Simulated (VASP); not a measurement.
# NaCl (Fm-3m) in VASP: further runs

NaCl is run at these levels: PBE+D3(BJ); tasks: single point.

Program: VASP 6.6.1. These are calculated values, not measurements. Logs are shortened: lines on timing, memory, paths and dates and some standing lists are left out, and cuts for length are marked.

## 1. The cell of the first run

It takes space group Fm-3m (No. 225, cubic). Conventional cell: a = 5.620 Å, b = 5.620 Å, c = 5.620 Å, α = 90.00°, β = 90.00°, γ = 90.00°. Na (site symmetry m-3m) has 6 Cl at 2.81 Å within 3.7 Å. Cl (site symmetry m-3m) has 6 Na at 2.81 Å within 3.7 Å.

## 2. Single point, PBE+D3(BJ)

The input, INCAR:

```
SYSTEM = NaCl
  ALGO = Normal
  EDIFF = 1E-7
  ENCUT = 520
  GGA = PE
  ISIF = 2
  ISMEAR = 0
  IVDW = 12
  LASPH = .True.
  LCHARG = .True.
  LELF = .True.
  LREAL = .False.
  LVHAR = .True.
  LWAVE = .False.
  NBANDS = 14
  NELM = 100
  PREC = Accurate
  SIGMA = 0.1
```

The input, KPOINTS:

```
k-points
0
Gamma
  6 6 6
  0 0 0
```

The input, POSCAR:

```
NaCl
1.0
    0.0000000000      2.8100000000      2.8100000000
    2.8100000000      0.0000000000      2.8100000000
    2.8100000000      2.8100000000      0.0000000000
Na Cl
1 1
Direct
    0.0000000000      0.0000000000      0.0000000000
    0.5000000000      0.5000000000      0.5000000000
```

Potentials or basis: VASP PAW PBE potentials, release 64 (Na_pv, Cl).

Launch:

```
cat potpaw_PBE.64/Na_pv/POTCAR potpaw_PBE.64/Cl/POTCAR > POTCAR
mpirun -np 1 vasp_std > vasp.out
```

OUTCAR:

```text
SYSTEM = NaCl
   EDIFF = 1E-7
   ENCUT = 520
   GGA = PE
   ISIF = 2
   ISMEAR = 0
   IVDW = 12
   LASPH = .True.
   LREAL = .False.
   NELM = 100
   PREC = Accurate
 IVDW          = 12

 ion  position               nearest neighbor table
   1  0.000  0.000  0.000-
   2  0.500  0.500  0.500-

  LATTYP: Found a face centered cubic cell.
 ALAT       =     5.6200000000

  Lattice vectors:

 A1 = (   0.0000000000,   2.8100000000,   2.8100000000)
 A2 = (   2.8100000000,   0.0000000000,   2.8100000000)
 A3 = (   2.8100000000,   2.8100000000,   0.0000000000)

Analysis of symmetry for initial positions (statically):
=====================================================================
 Subroutine PRICEL returns:
 Original cell was already a primitive cell.

 Routine SETGRP: Setting up the symmetry group for a
 face centered cubic supercell.

 Subroutine GETGRP returns: Found 48 space group operations
 (whereof 48 operations were pure point group operations)
 out of a pool of 48 trial point group operations.

The static configuration has the point symmetry O_h .

Analysis of symmetry for dynamics (positions and initial velocities):
=====================================================================
 Subroutine PRICEL returns:
 Original cell was already a primitive cell.

 Routine SETGRP: Setting up the symmetry group for a
 face centered cubic supercell.

 Subroutine GETGRP returns: Found 48 space group operations
 (whereof 48 operations were pure point group operations)
 out of a pool of 48 trial point group operations.

The dynamic configuration has the point symmetry O_h .

 Subroutine INISYM returns: Found 48 space group operations
 (whereof 48 operations are pure point group operations),
 and found     1 'primitive' translations

----------------------------------------------------------------------------------------

                                     Primitive cell

  volume of cell :      44.3761

  direct lattice vectors                    reciprocal lattice vectors
     0.000000000  2.810000000  2.810000000    -0.177935943  0.177935943  0.177935943
     2.810000000  0.000000000  2.810000000     0.177935943 -0.177935943  0.177935943
     2.810000000  2.810000000  0.000000000     0.177935943  0.177935943 -0.177935943

  length of vectors
     3.973940110  3.973940110  3.973940110     0.308194094  0.308194094  0.308194094

  position of ions in fractional coordinates (direct lattice)
     0.000000000  0.000000000  0.000000000
     0.500000000  0.500000000  0.500000000

  ion indices of the primitive-cell ions
   primitive index   ion index
                 1           1
                 2           2

----------------------------------------------------------------------------------------

 KPOINTS: k-points

Automatic generation of k-mesh.
 Grid dimensions read from file:
 generate k-points for:    6    6    6

 Generating k-lattice:

  Cartesian coordinates                     Fractional coordinates (reciprocal lattice)
    -0.029655991  0.029655991  0.029655991     0.166666667  0.000000000  0.000000000
     0.029655991 -0.029655991  0.029655991     0.000000000  0.166666667  0.000000000
     0.029655991  0.029655991 -0.029655991     0.000000000  0.000000000  0.166666667

  Length of vectors
     0.051365682  0.051365682  0.051365682

  Shift w.r.t. Gamma in fractional coordinates (k-lattice)
     0.000000000  0.000000000  0.000000000

 Subroutine IBZKPT returns following result:
 ===========================================

 Found     16 irreducible k-points:

 Following reciprocal coordinates:
            Coordinates               Weight
  0.000000  0.000000  0.000000      1.000000
  0.166667  0.000000  0.000000      8.000000
  0.333333  0.000000  0.000000      8.000000
  0.500000  0.000000  0.000000      4.000000
  0.166667  0.166667  0.000000      6.000000
  0.333333  0.166667  0.000000     24.000000
[... 8 lines left out ...]
 -0.333333  0.333333  0.166667     24.000000
 -0.333333  0.500000  0.166667     12.000000
   k-points           NKPTS =     16   k-points in BZ     NKDIM =     16   number of bands    NBANDS=     14
   number of dos      NEDOS =    301   number of ions     NIONS =      2
   total plane-waves  NPLWV =  27000
   dimension x,y,z NGX =    30 NGY =   30 NGZ =   30
   dimension x,y,z NGXF=    60 NGYF=   60 NGZF=   60
   ions per type =               1   1
   NGX,Y,Z   is equivalent  to a cutoff of  12.55, 12.55, 12.55 a.u.
   NGXF,Y,Z  is equivalent  to a cutoff of  25.10, 25.10, 25.10 a.u.
 SYSTEM =  NaCl
   PREC   = accura    normal or accurate (medium, high low for compatibility)
   ISTART =      0    job   : 0-new  1-cont  2-samecut
   ICHARG =      2    charge: 1-file 2-atom 10-const
   ISPIN  =      1    spin polarized calculation?
   LNONCOLLINEAR =      F non collinear calculations
   LSORBIT =      F    spin-orbit coupling
   LASPH  =      T    aspherical Exc in radial PAW
   ENCUT  =  520.0 eV  38.22 Ry    6.18 a.u.   7.39  7.39  7.39*2*pi/ulx,y,z
   NELM   =    100;   NELMIN=  2; NELMDL= -5     # of ELM steps
   EDIFF  = 0.1E-06   stopping-criterion for ELM
   LREAL  =      F    real-space projection
   EDIFFG = 0.1E-05   stopping-criterion for IOM
   NSW    =      0    number of steps for IOM
   IBRION =     -1    ionic relax: 0-MD 1-quasi-New 2-CG
   NFREE  =      0    steps in history (QN), initial steepest desc. (CG)
   ISIF   =      2    stress and relaxation
   ISYM   =      2    0-nonsym 1-usesym 2-fastsym
   POTIM  = 0.5000    time-step for ionic-motion
   TEBEG  =    0.0;   TEEND  =   0.0 temperature during run
   PSTRESS=    0.0 pullay stress
   NELECT =      14.0000    total number of electrons
   NUPDOWN=      -1.0000    fix difference up-down
   EMIN   =  10.00;   EMAX   =-10.00  energy-range for DOS
   EFERMI =   0.00;   METHOD = LEGACY
   ISMEAR =     0;   SIGMA  =   0.10  broadening in eV -4-tet -1-fermi 0-gaus
   EFERMI_NEDOS =   21; number of points for ismear=-14 and -15
   IALGO  =     38    algorithm
   IMIX   =      4    mixing-type and parameters
     AMIX     =   0.40;   BMIX     =  1.00
     AMIX_MAG =   1.60;   BMIX_MAG =  1.00
  volume/ion in A,a.u.               =      22.19       149.73
  Fermi-wavevector in a.u.,A,eV,Ry     =   1.114469  2.106040 16.898985  1.242040
  Thomas-Fermi vector in A             =   2.251064
   LORBIT       =      0    0 simple, 1 ext, 2 COOP (PROOUT), +10 PAW based schemes
   GGA     = PE    functional components
   LHFCALC =     F    Hartree Fock is set to
   AEXX    =    0.0000 exact exchange contribution
   IVDW    =    12    specifies the selected vdW correction
   LEPSILON=     F    determine dielectric tensor
   LRPA    =     F    only Hartree local field effects (RPA)
 non-spin polarized calculation
 Gauss-broadening in eV      SIGMA  =   0.10
  energy-cutoff  :      520.00
  volume of cell :       44.38
 maximum number of plane-waves:      1243
 NGX is ok and might be reduce to    30
   NGX = 15   NGY = 15   NGZ = 15

 number of electron      14.0000000 magnetization

 Free energy of the ion-electron system (eV)
  ---------------------------------------------------
  ext. energy  EPLUGINS =         0.00000000
  ---------------------------------------------------
  free energy    TOTEN  =        -6.77194682 eV

  energy without entropy =       -6.77194682  energy(sigma->0) =       -6.77194682

 E-fermi :  -0.1703     XC(G=0):  -8.2116

 val. band max:       -0.6697484136   @ k =   0.0000   0.0000   0.0000
 cond. band min:       4.4792314399   @ k =   0.0000   0.0000   0.0000
 fundamental gap:      5.1489798535
 Fermi energy:        -0.1702988368

 k-point     1 :       0.0000    0.0000    0.0000
  band No.  band energies     occupation
      1     -21.4673      2.00000
      2     -21.4673      2.00000
      3     -21.4673      2.00000
      4     -13.3526      2.00000
      5      -0.6697      2.00000
      6      -0.6697      2.00000
      7      -0.6697      2.00000
      8       4.4792      0.00000
      9      10.4619      0.00000
     10      10.4619      0.00000
     11      10.4619      0.00000
     12      12.6363      0.00000
     13      12.6363      0.00000
     14      14.2616      0.00000

 k-point     2 :       0.1667    0.0000    0.0000
  band No.  band energies     occupation
      1     -21.4751      2.00000
      2     -21.4679      2.00000
      3     -21.4679      2.00000
      4     -13.2694      2.00000
      5      -1.2796      2.00000
      6      -0.7403      2.00000
      7      -0.7403      2.00000
      8       5.2983      0.00000
      9       9.6758      0.00000
     10      10.7483      0.00000
     11      10.7483      0.00000
     12      12.3180      0.00000
     13      12.3180      0.00000
     14      15.3601      0.00000

 k-point     3 :       0.3333    0.0000    0.0000
  band No.  band energies     occupation
      1     -21.4904      2.00000
      2     -21.4690      2.00000
      3     -21.4690      2.00000
      4     -13.0956      2.00000
      5      -2.2248      2.00000
      6      -0.8747      2.00000
      7      -0.8747      2.00000
      8       6.4141      0.00000
      9       9.4649      0.00000
     10      10.5620      0.00000
     11      10.5620      0.00000
     12      13.4166      0.00000
     13      13.4166      0.00000
     14      14.6420      0.00000
[... 188 lines left out ...]
 k-point    15 :      -0.3333    0.3333    0.1667
  band No.  band energies     occupation
      1     -21.4882      2.00000
      2     -21.4789      2.00000
      3     -21.4738      2.00000
      4     -12.9556      2.00000
      5      -2.1623      2.00000
      6      -1.6676      2.00000
      7      -1.2107      2.00000
      8       8.2753      0.00000
      9       8.5264      0.00000
     10       9.3457      0.00000
     11      11.2493      0.00000
     12      13.6184      0.00000
     13      15.0475      0.00000
     14      16.0519      0.00000

 k-point    16 :      -0.3333    0.5000    0.1667
  band No.  band energies     occupation
      1     -21.4852      2.00000
      2     -21.4789      2.00000
      3     -21.4775      2.00000
      4     -12.9434      2.00000
      5      -2.1265      2.00000
      6      -1.5943      2.00000
      7      -1.3967      2.00000
      8       7.7556      0.00000
      9       8.2375      0.00000
     10       9.8893      0.00000
     11      11.4595      0.00000
     12      14.6161      0.00000
     13      15.6278      0.00000
     14      15.7417      0.00000

------------------------ aborting loop because EDIFF is reached ----------------------------------------

 Edisp (eV)   -0.43378

 E8    (eV) :    -0.1815

  FORCE on cell =-STRESS in cart. coord.  units (eV):
  Direction    XX          YY          ZZ          XY          YZ          ZX
  --------------------------------------------------------------------------------------
  -------------------------------------------------------------------------------------
  Total      -0.17178    -0.17178    -0.17178     0.00000     0.00000     0.00000
  in kB      -6.20196    -6.20196    -6.20196     0.00000     0.00000     0.00000
  external pressure =       -6.20 kB  Pullay stress =        0.00 kB

 VOLUME and BASIS-vectors are now :
 -----------------------------------------------------------------------------
  energy-cutoff  :      520.00
  volume of cell :       44.38
      direct lattice vectors                 reciprocal lattice vectors
     0.000000000  2.810000000  2.810000000    -0.177935943  0.177935943  0.177935943
     2.810000000  0.000000000  2.810000000     0.177935943 -0.177935943  0.177935943
     2.810000000  2.810000000  0.000000000     0.177935943  0.177935943 -0.177935943

 POSITION                                       TOTAL-FORCE (eV/Angst)
 -----------------------------------------------------------------------------------
      0.00000      0.00000      0.00000         0.000000     -0.000000      0.000000
      2.81000      2.81000      2.81000         0.000000      0.000000     -0.000000
 -----------------------------------------------------------------------------------
    total drift:                               -0.000000      0.000000      0.000000

  FREE ENERGIE OF THE ION-ELECTRON SYSTEM (eV)
  ---------------------------------------------------
  free  energy   TOTEN  =        -7.2057234271 eV

  energy  without entropy=       -7.2057234271  energy(sigma->0) =       -7.20572343
```

Run time: 20 s. Hardware: 1 thread of Intel Xeon 8259CL, shared host; peak memory 0.17 GiB.

What came out:

| Quantity | Value |
| --- | --- |
| Free energy | -7.2057 eV |
| Pressure | -0.6 GPa |
| Band gap on the k mesh | 5.15 eV |
| Dispersion energy per atom | -0.217 eV |

As with any semilocal functional, this PBE gap is likely too small.

## 3. Single point, PBE+D3(BJ)

This run uses another cell than the first one, of 18.42 Å³/atom.

The input, INCAR:

```
PREC     = Accurate       # precision mode
ENCUT    = 520            # plane-wave cutoff, eV
EDIFF    = 1E-7           # SCF threshold, eV
ISMEAR   = 0              # smearing method
SIGMA    = 0.02           # smearing width, eV
LREAL    = F              # projectors in reciprocal space
LASPH    = T              # aspherical terms in the spheres
NELM     = 100            # most SCF steps
ALGO     = Normal         # electronic algorithm
ISIF     = 2              # what is computed and relaxed
LWAVE    = F              # write WAVECAR
LCHARG   = T              # write CHGCAR
GGA      = PE             # functional
IVDW     = 12             # dispersion correction
LELF     = T              # ELF
LVHAR    = T            
NBANDS   = 14             # bands
```

The input, KPOINTS:

```
regular mesh
0
Gamma
  8 8 8
```

The input, POSCAR:

```
NaCl
1.0
    0.0000000000      2.6408139948      2.6408139948
    2.6408139948      0.0000000000      2.6408139948
    2.6408139948      2.6408139948      0.0000000000
Na Cl
1 1
Direct
    0.0000000000      0.0000000000      0.0000000000
    0.5000000000      0.5000000000      0.5000000000
```

Potentials or basis: VASP PAW PBE potentials, release 64 (Na_pv, Cl).

Launch:

```
cat potpaw_PBE.64/Na_pv/POTCAR potpaw_PBE.64/Cl/POTCAR > POTCAR
mpirun -np 1 vasp_std > vasp.out
```

OUTCAR:

```text
PREC = Accurate
   ENCUT = 520
   EDIFF = 1E-7
   ISMEAR = 0
   LREAL = F
   LASPH = T
   NELM = 100
   ISIF = 2
   GGA = PE
   IVDW = 12
 IVDW          = 12

 ion  position               nearest neighbor table
   1  0.000  0.000  0.000-   2 2.64   2 2.64   2 2.64   2 2.64   2 2.64   2 2.64
   2  0.500  0.500  0.500-   1 2.64   1 2.64   1 2.64   1 2.64   1 2.64   1 2.64

  LATTYP: Found a face centered cubic cell.
 ALAT       =     5.2816279896

  Lattice vectors:

 A1 = (   0.0000000000,   2.6408139948,   2.6408139948)
 A2 = (   2.6408139948,   0.0000000000,   2.6408139948)
 A3 = (   2.6408139948,   2.6408139948,   0.0000000000)

Analysis of symmetry for initial positions (statically):
=====================================================================
 Subroutine PRICEL returns:
 Original cell was already a primitive cell.

 Routine SETGRP: Setting up the symmetry group for a
 face centered cubic supercell.

 Subroutine GETGRP returns: Found 48 space group operations
 (whereof 48 operations were pure point group operations)
 out of a pool of 48 trial point group operations.

[... 175 lines left out ...]
      5       0.5791      2.00000
      6       0.5791      2.00000
      7       0.5791      2.00000
      8       6.5642      0.00000
      9      11.8321      0.00000
     10      11.8321      0.00000
     11      11.8321      0.00000
     12      14.2748      0.00000
     13      14.2748      0.00000
     14      16.2109      0.00000
[... 377 lines left out ...]
      1     -20.0036      2.00000
      2     -19.9639      2.00000
      3     -19.9551      2.00000
      4     -11.9748      2.00000
      5      -1.6644      2.00000
      6      -0.4922      2.00000
      7      -0.0139      2.00000
      8       9.3868      0.00000
      9      10.7822      0.00000
     10      11.8139      0.00000
     11      13.0154      0.00000
     12      15.9431      0.00000
     13      17.5734      0.00000
     14      18.4527      0.00000

 [... further k-points ...]

------------------------ aborting loop because EDIFF is reached ----------------------------------------

 Edisp (eV)   -0.52684

 E8    (eV) :    -0.2199

  FORCE on cell =-STRESS in cart. coord.  units (eV):
  Direction    XX          YY          ZZ          XY          YZ          ZX
  --------------------------------------------------------------------------------------
  -------------------------------------------------------------------------------------
  Total       1.53364     1.53364     1.53364     0.00000    -0.00000     0.00000
  in kB      66.71003    66.71003    66.71003     0.00000    -0.00000     0.00000
  external pressure =       66.71 kB  Pullay stress =        0.00 kB

 VOLUME and BASIS-vectors are now :
 -----------------------------------------------------------------------------
  energy-cutoff  :      520.00
  volume of cell :       36.83
      direct lattice vectors                 reciprocal lattice vectors
     0.000000000  2.640813995  2.640813995    -0.189335561  0.189335561  0.189335561
     2.640813995  0.000000000  2.640813995     0.189335561 -0.189335561  0.189335561
     2.640813995  2.640813995  0.000000000     0.189335561  0.189335561 -0.189335561

 POSITION                                       TOTAL-FORCE (eV/Angst)
 -----------------------------------------------------------------------------------
      0.00000      0.00000      0.00000        -0.000000     -0.000000      0.000000
      2.64081      2.64081      2.64081         0.000000      0.000000     -0.000000
 -----------------------------------------------------------------------------------
    total drift:                                0.000000      0.000000      0.000000

  FREE ENERGIE OF THE ION-ELECTRON SYSTEM (eV)
  ---------------------------------------------------
  free  energy   TOTEN  =        -7.0887847191 eV

  energy  without entropy=       -7.0887847191  energy(sigma->0) =       -7.08878472
```

OSZICAR:

```text
N       E                     dE             d eps       ncg     rms          rms(c)
DAV:   1     0.101367552499E+03    0.10137E+03   -0.71201E+03   830   0.107E+03
DAV:   2     0.397357280216E+00   -0.10097E+03   -0.93616E+02   906   0.288E+02
DAV:   3    -0.664078910156E+01   -0.70381E+01   -0.70029E+01  1058   0.701E+01
DAV:   4    -0.673937208502E+01   -0.98583E-01   -0.98553E-01   944   0.879E+00
DAV:   5    -0.674143859312E+01   -0.20665E-02   -0.20664E-02  1054   0.130E+00    0.231E+00
DAV:   6    -0.657118972589E+01    0.17025E+00   -0.25426E-01  1012   0.341E+00    0.175E+00
DAV:   7    -0.655786532429E+01    0.13324E-01   -0.80164E-02  1102   0.186E+00    0.117E+00
DAV:   8    -0.656199565189E+01   -0.41303E-02   -0.78853E-03   920   0.854E-01    0.305E-01
DAV:   9    -0.656188051934E+01    0.11513E-03   -0.19690E-04  1028   0.129E-01    0.128E-01
DAV:  10    -0.656194106030E+01   -0.60541E-04   -0.12718E-04   938   0.123E-01    0.191E-02
DAV:  11    -0.656194132057E+01   -0.26027E-06   -0.80424E-06  1016   0.330E-02    0.317E-03
DAV:  12    -0.656194187274E+01   -0.55217E-06   -0.93010E-07   926   0.113E-02    0.112E-03
DAV:  13    -0.656194204256E+01   -0.16982E-06   -0.11180E-07   984   0.247E-03    0.259E-03
DAV:  14    -0.656194190083E+01    0.14173E-06   -0.24495E-08   526   0.110E-03    0.191E-04
DAV:  15    -0.656194190190E+01   -0.10709E-08   -0.20381E-09   520   0.488E-04
   1 F= -.70887847E+01 E0= -.70887847E+01  d E =-.109461E-11
```

stdout:

```text
POSCAR found type information on POSCAR NaCl
 POSCAR found :  2 types and       2 ions
 scaLAPACK will be used
 LDA part: xc-table for (Slater+PW92), standard interpolation
 POSCAR, INCAR and KPOINTS ok, starting setup
 FFT: planning ... GRIDC
 FFT: planning ... GRID_SOFT
 FFT: planning ... GRID
 WAVECAR not read
 entering main loop
```

Run time: 26 s. Hardware: 1 thread of Intel Xeon 8259CL, shared host; peak memory 0.16 GiB.

What came out:

```
Free energy                : -7.0888 eV
Pressure                   : 6.7 GPa
Band gap on the k mesh     : 5.99 eV
Dispersion energy per atom : -0.263 eV
```

Levels at points of the mesh, in eV from the valence-band top:
| k point | band 5 | band 6 | band 7 | band 8 | band 9 | band 10 |
| --- | --- | --- | --- | --- | --- | --- |
| (0.00, 0.00, 0.00) | 0.00 | 0.00 | 0.00 | 5.99 | 11.25 | 11.25 |
| (0.50, 0.00, 0.00) | -2.60 | -0.40 | -0.40 | 7.59 | 11.42 | 11.42 |
| (0.50, 0.50, 0.00) | -2.24 | -0.81 | -0.81 | 7.82 | 8.10 | 12.83 |

Caveat: the cell stands under pressure.
